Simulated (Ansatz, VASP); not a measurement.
# One calculation of ZnSe, two programs

```
Se Zn
1.0
     0.00000    2.83380    2.83380
     2.83380    0.00000    2.83380
     2.83380    2.83380    0.00000
Se Zn
1 1
Direct
  0.75000 0.75000 0.75000
  0.00000 0.00000 0.00000
```

Alike in both runs: task relaxation of cell and atoms; functional PBEsol; k mesh 8 × 8 × 8; occupations fermi-dirac, width 0.05 eV; no spin polarisation.

|  | VASP | Ansatz |
| --- | --- | --- |
| version | VASP 6.6.1 | Ansatz 0.2.0 |
| potentials or method | VASP PAW PBE potentials, release 64 (Se, Zn), cutoff 600 eV | all-electron LAPW, scalar-relativistic |

VASP gave:

- relaxed volume (Å³/atom): 22.44
- relaxed cell length with the largest relative difference (Å): 3.989

Question: Which values does Ansatz return?

Answer: Relaxed volume (Å³/atom): 22.35; relaxed cell length with the largest relative difference (Å): 3.984.

VASP's potentials were made for PBE, not for PBEsol. Ansatz ran all-electron here, and VASP with PAW potentials.
